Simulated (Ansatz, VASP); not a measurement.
## Two plane-wave programs on K3AlO2

```
K Al O
1.0
     4.32534    0.00000    0.00000
    -2.16267    3.74586    0.00000
     0.00000    0.00000    8.66303
K Al O
3 1 2
Direct
  0.00000 0.00000 0.50000
  0.33333 0.66667 0.00000
  0.33333 0.66667 0.50000
  0.00000 0.00000 0.00000
  0.66667 0.33333 0.23765
  0.66667 0.33333 0.76235
```

Change from the starting cell: species swapped into the Ce2CoSi3 type (P-6m2, No. 187).

Alike in both runs: task relaxation of cell and atoms; functional PBE; k mesh 6 × 6 × 2; occupations gaussian, width 0.1 eV; no spin polarisation.

|  | VASP | Ansatz |
| --- | --- | --- |
| version | VASP 6.6.1 | Ansatz 0.2.0 |
| potentials or method | VASP PAW PBE potentials, release 64 (K_sv, Al, O), cutoff 600 eV | scalar-relativistic, plane waves, PAW |
| valence electrons in the cell | 42 | 42 |

Ansatz gave:

| Item | Value |
| --- | --- |
| gap on the k mesh at the Fermi level, each at its own relaxed structure (eV) | 0.30 |
| relaxed volume (Å³/atom) | 21.40 |
| relaxed length of the cell vector where the two differ most in proportion (Å) | 4.684 |

Problem. What did VASP give for the same quantities?

Solution. gap on the k mesh at the Fermi level, each at its own relaxed structure (eV): 0.27; relaxed volume (Å³/atom): 21.59; relaxed length of the cell vector where the two differ most in proportion (Å): 4.700.
